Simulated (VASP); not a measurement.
# Rh in VASP: relaxation of the atoms with PBE

Aim: the relaxation of the atoms of Rh with PBE.

Program: VASP 6.6.1. These are calculated values, not measurements. Logs are shortened: lines on timing, memory, paths and dates and some standing lists are left out, and cuts for length are marked.

### 1 The cell of the first run

The cell holds a slab with vacuum, 6 atoms: a = 2.689 Å, b = 2.689 Å, c = 28.979 Å, α = 90.00°, β = 90.00°, γ = 120.00°.

### 2 Relaxation of the atoms, PBE

The input, INCAR:

```
SYSTEM = Rh
ALGO = Fast
DIPOL = 0.5 0.5 0.500
EDIFF = 1E-6
EDIFFG = -0.04
ENCUT = 520
GGA = PE
IBRION = 2
IDIPOL = 3
ISIF = 2
ISMEAR = 0
LASPH = .True.
LCHARG = .False.
LDIPOL = .True.
LREAL = .False.
LWAVE = .False.
NELM = 100
NSW = 60
PREC = Accurate
SIGMA = 0.1
```

The input, KPOINTS:

```
k-points
0
Gamma
  12 12 1
  0 0 0
```

The input, POSCAR:

```
Rh
1.0
    2.6891978000      0.0000000000      0.0000000000
   -1.3445989000      2.3289136100      0.0000000000
    0.0000000000      0.0000000000     28.9786038365
Rh
6
Selective dynamics
Direct
    0.6666666700      0.3333333300      0.3105739687  F F F
    0.3333333300      0.6666666700      0.3863443792  F F F
    0.0000000000      0.0000000000      0.4621147897  F F F
    0.6666666700      0.3333333300      0.5378852103  T T T
    0.3333333300      0.6666666700      0.6136556208  T T T
    0.0000000000      0.0000000000      0.6894260313  T T T
```

Potentials or basis: VASP PAW PBE potentials, release 64 (Rh_pv).

Command:

```
$ cat potpaw_PBE.64/Rh_pv/POTCAR > POTCAR
$ mpirun -np 1 vasp_std > vasp.out
```

OUTCAR:

```text
SYSTEM = Rh
   EDIFF = 1E-6
   EDIFFG = -0.04
   ENCUT = 520
   GGA = PE
   IBRION = 2
   ISIF = 2
   ISMEAR = 0
   LASPH = .True.
   LREAL = .False.
   NELM = 100
   NSW = 60
   PREC = Accurate

 ion  position               nearest neighbor table
   1  0.667  0.333  0.311-   2 2.69   2 2.69   2 2.69
   2  0.333  0.667  0.386-   1 2.69   1 2.69   3 2.69   3 2.69   3 2.69   1 2.69
   3  0.000  0.000  0.462-   2 2.69   2 2.69   2 2.69   4 2.69   4 2.69   4 2.69
   4  0.667  0.333  0.538-   5 2.69   5 2.69   5 2.69   3 2.69   3 2.69   3 2.69
   5  0.333  0.667  0.614-   4 2.69   6 2.69   4 2.69   6 2.69   6 2.69   4 2.69
   6  0.000  0.000  0.689-   5 2.69   5 2.69   5 2.69

  LATTYP: Found a hexagonal cell.
 ALAT       =     2.6891978000
 C/A-ratio  =    10.7759287311

  Lattice vectors:

 A1 = (   2.6891978000,   0.0000000000,   0.0000000000)
 A2 = (  -1.3445989000,   2.3289136100,   0.0000000000)
 A3 = (   0.0000000000,   0.0000000000,  28.9786038365)

Analysis of symmetry for initial positions (statically):
=====================================================================
 Subroutine PRICEL returns:
 Original cell was already a primitive cell.

 Routine SETGRP: Setting up the symmetry group for a
 hexagonal supercell.

 Subroutine GETGRP returns: Found 12 space group operations
 (whereof  6 operations were pure point group operations)
 out of a pool of 24 trial point group operations.

The static configuration has the point symmetry C_3v.
 The point group associated with its full space group is D_3d.

Analysis of symmetry for dynamics (positions and initial velocities):
=====================================================================
 Subroutine PRICEL returns:
 Original cell was already a primitive cell.

 Routine SETGRP: Setting up the symmetry group for a
 hexagonal supercell.

 Subroutine GETGRP returns: Found 12 space group operations
 (whereof  6 operations were pure point group operations)
 out of a pool of 24 trial point group operations.

The dynamic configuration has the point symmetry C_3v.
 The point group associated with its full space group is D_3d.

Analysis of constrained symmetry for selective dynamics:
=====================================================================
 Subroutine PRICEL returns:
 Original cell was already a primitive cell.

 Routine SETGRP: Setting up the symmetry group for a
 hexagonal supercell.

 Subroutine GETGRP returns: Found  6 space group operations
 (whereof  6 operations were pure point group operations)
 out of a pool of 24 trial point group operations.

[... 142 lines left out ...]

--------------------------------------- Ionic step        1  -------------------------------------------

 number of electron      89.9999998 magnetization

 Free energy of the ion-electron system (eV)
  ---------------------------------------------------
  ext. energy  EPLUGINS =         0.00000000
  ---------------------------------------------------
  free energy    TOTEN  =       -41.99052942 eV

  energy without entropy =      -41.94828642  energy(sigma->0) =      -41.96940792

------------------------ aborting loop because EDIFF is reached ----------------------------------------

  FORCE on cell =-STRESS in cart. coord.  units (eV):
  Direction    XX          YY          ZZ          XY          YZ          ZX
  --------------------------------------------------------------------------------------
  -------------------------------------------------------------------------------------
  Total        0.0001443      0.0001443      0.5733532      0.0000000      0.0000000     -0.0000000
  in kB        0.0012736      0.0012736      5.0614997      0.0000000      0.0000000     -0.0000000
  external PRESSURE =       1.6880156 kB  Pullay stress =       0.0000000 kB
[... 101 lines left out ...]
  FREE ENERGIE OF THE ION-ELECTRON SYSTEM (eV)
  ---------------------------------------------------
  free  energy   TOTEN  =       -41.9975211385 eV

  energy  without entropy=      -41.9553027229  energy(sigma->0) =      -41.97641193

[... ionic steps 4 to 7 ...]

--------------------------------------- Ionic step        8  -------------------------------------------

 number of electron      89.9999999 magnetization

------------------------ aborting loop because EDIFF is reached ----------------------------------------
[... 69 lines left out ...]
  FREE ENERGIE OF THE ION-ELECTRON SYSTEM (eV)
  ---------------------------------------------------
  free  energy   TOTEN  =       -41.9998248409 eV

  energy  without entropy=      -41.9578461999  energy(sigma->0) =      -41.97883552

 dipolmoment           0.000000      0.000000     -0.000049 electrons x Angstroem

--------------------------------------- Ionic step       10  -------------------------------------------

 number of electron      89.9999998 magnetization

 dipolmoment           0.000000      0.000000      0.000080 electrons x Angstroem

 Free energy of the ion-electron system (eV)
  ---------------------------------------------------
  ext. energy  EPLUGINS =         0.00000000
  ---------------------------------------------------
  free energy    TOTEN  =       -42.00081620 eV

  energy without entropy =      -41.95875867  energy(sigma->0) =      -41.97978743

 E-fermi :   2.6060     XC(G=0):  -7.0491

 val. band max:        2.5847934778   @ k =   0.1667   0.1667   0.0000
 cond. band min:       2.6062211862   @ k =   0.1667   0.1667   0.0000
 fundamental gap:      0.0214277084
 Fermi energy:         2.6059618704

 k-point     1 :       0.0000    0.0000    0.0000
  band No.  band energies     occupation
      1     -44.4290      2.00000
      2     -44.3173      2.00000
      3     -44.0806      2.00000
      4     -43.8846      2.00000
      5     -43.8846      2.00000
      6     -43.8722      2.00000
[... 1072 lines left out ...]
     53       9.8870      0.00000
     54      10.3203      0.00000

------------------------ aborting loop because EDIFF is reached ----------------------------------------

 vacuum level on the upper side and lower side of the slab       (xc-potential included)        -0.035        -0.012

  FORCE on cell =-STRESS in cart. coord.  units (eV):
  Direction    XX          YY          ZZ          XY          YZ          ZX
  --------------------------------------------------------------------------------------
  -------------------------------------------------------------------------------------
  Total       -0.0581472     -0.0581472      0.0284834      0.0000000      0.0000000      0.0000000
  in kB       -0.5133168     -0.5133168      0.2514487      0.0000000      0.0000000      0.0000000
  external PRESSURE =      -0.2583950 kB  Pullay stress =       0.0000000 kB
[... 21 lines left out ...]
  FREE ENERGIE OF THE ION-ELECTRON SYSTEM (eV)
  ---------------------------------------------------
  free  energy   TOTEN  =       -42.0008162029 eV

  energy  without entropy=      -41.9587586656  energy(sigma->0) =      -41.97978743

 reached required accuracy - stopping structural energy minimisation

 vacuum level on the upper side and lower side of the slab         7.722         7.741
```

OSZICAR:

```text
N       E                     dE             d eps       ncg     rms          rms(c)
DAV:   1     0.102583396204E+04    0.10258E+04   -0.58711E+04  2612   0.168E+03
DAV:   2    -0.144591473365E+02   -0.10403E+04   -0.10134E+04  2222   0.509E+02
DAV:   3    -0.440780728763E+02   -0.29619E+02   -0.28143E+02  2336   0.911E+01
[... 142 lines left out ...]
RMM:   7    -0.420011494790E+02    0.52128E-03   -0.24608E-04  2100   0.788E-02    0.197E-01
RMM:   8    -0.420008557277E+02    0.29375E-03   -0.13352E-04  2071   0.619E-02    0.770E-02
RMM:   9    -0.420009739386E+02   -0.11821E-03   -0.13191E-04  2090   0.563E-02    0.130E-01
RMM:  10    -0.420008578138E+02    0.11612E-03   -0.56498E-05  2056   0.402E-02    0.714E-02
RMM:  11    -0.420008159536E+02    0.41860E-04   -0.94950E-06  1788   0.140E-02    0.580E-03
RMM:  12    -0.420008162029E+02   -0.24929E-06   -0.15936E-06  1175   0.589E-03
  10 F= -.42000816E+02 E0= -.41979787E+02  d E =-.150786E-02
```

CONTCAR:

```text
Rh
   1.00000000000000
     2.6891978000000001    0.0000000000000000    0.0000000000000000
    -1.3445989000000000    2.3289136099999999    0.0000000000000000
     0.0000000000000000    0.0000000000000000   28.9786038364999996
  Rh
     6
Selective dynamics
Direct
     0.6666666699999979    0.3333333300000021    0.3105739686999982   F   F   F
     0.3333333300000021    0.6666666699999979    0.3863443791999970   F   F   F
     0.0000000000000000    0.0000000000000000    0.4621147897000029   F   F   F
     0.6666666699999979    0.3333333300000021    0.5391295603109038   T   T   T
     0.3333333300000021    0.6666666699999979    0.6150141731127503   T   T   T
     0.0000000000000000    0.0000000000000000    0.6901343311377728   T   T   T

  0.00000000E+00  0.00000000E+00  0.00000000E+00
  0.00000000E+00  0.00000000E+00  0.00000000E+00
  0.00000000E+00  0.00000000E+00  0.00000000E+00
  0.00000000E+00  0.00000000E+00  0.00000000E+00
  0.00000000E+00  0.00000000E+00  0.00000000E+00
  0.00000000E+00  0.00000000E+00  0.00000000E+00
```

It took 17 min on 1 thread of Oxide Virtual Turin-like, shared host; peak memory 0.33 GiB.

What came out:

* Free energy: -42.0008 eV
* Energy gained by relaxing: 1.7 meV/atom
* Ionic steps: 10
* Band gap on the k mesh: zero (bands 45 and 46 overlap by 1.72 eV)

Step by step:
```tsv
step	energy change (eV)	largest force on free atoms (eV/Å)	pressure (GPa)
1	0.0000	0.2129	0.17
2	-0.0068	0.1305	0.21
3	-0.0070	0.1240	0.22
4	-0.0073	0.1098	0.23
5	-0.0077	0.0813	0.25
6	-0.0078	0.1044	0.26
7	-0.0085	0.0797	0.21
8	-0.0088	0.0975	0.16
9	-0.0093	0.0807	0.11
10	-0.0103	0.0309	-0.03
```

Final structure:
```yaml
crystal:
  lattice:
    - [2.68920, 0.00000, 0.00000]
    - [-1.34460, 2.32891, 0.00000]
    - [0.00000, 0.00000, 28.97860]
  atoms:
    - { symbol: Rh, position: [0.66667, 0.33333, 0.31057] }
    - { symbol: Rh, position: [0.33333, 0.66667, 0.38634] }
    - { symbol: Rh, position: [0.00000, 0.00000, 0.46211] }
    - { symbol: Rh, position: [0.66667, 0.33333, 0.53913] }
    - { symbol: Rh, position: [0.33333, 0.66667, 0.61501] }
    - { symbol: Rh, position: [0.00000, 0.00000, 0.69013] }
```

The gap in the log of VASP goes by the Fermi energy; the results here count the filled bands.